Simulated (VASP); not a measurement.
Input of a VASP 6.6.1 run:

The input INCAR:

```
  PREC = Accurate
  ENCUT = 520
  EDIFF = 1E-7
  ISMEAR = 0
  SIGMA = 0.1
  LREAL = False
  LASPH = True
  NELM = 80
  ALGO = Normal
  ISIF = 2
  LWAVE = False
  LCHARG = True
  GGA = PE
  LELF = True
  LVHAR = True
  NBANDS = 18
```

KPOINTS

```
Automatic mesh
0
Gamma
  6 6 2
```

File POSCAR:

```
Si3C2
1.0
    2.7579483394      0.0000000031      0.0000000000
   -1.3789741723      2.3884533227      0.0000000000
    0.0000000000      0.0000000000     10.2266881050
Si C
3 2
Direct
    0.0000000000      0.0000000000      0.7620955146
    0.0000000000      0.0000000000      0.2379044854
    0.0000000000      0.0000000000      0.5000000000
    0.0000000000      0.0000000000      0.9395726923
    0.0000000000      0.0000000000      0.0604273077
```

Potentials or basis: VASP PAW PBE potentials, release 64 (Si, C).

Launch:

```bash
$ cat potpaw_PBE.64/Si/POTCAR potpaw_PBE.64/C/POTCAR > POTCAR
$ mpirun -np 1 vasp_std > vasp.out
```

Problem. Estimate the band gap on the k mesh.

Solution. Zero (bands 10 and 11 overlap by 6.14 eV).

Problem. Predict the pressure.

Solution. 0.2 GPa.

Forces in eV/Å, atoms in the order of the input:
```
Si   0.000  0.000  0.015
Si   0.000  0.000 -0.015
Si   0.000  0.000  0.000
C    0.000  0.000 -0.095
C    0.000  0.000  0.095
```

Caveat: the k points lie up to 0.44 Å⁻¹ apart, too coarse for converged energies and pressures of a metal.
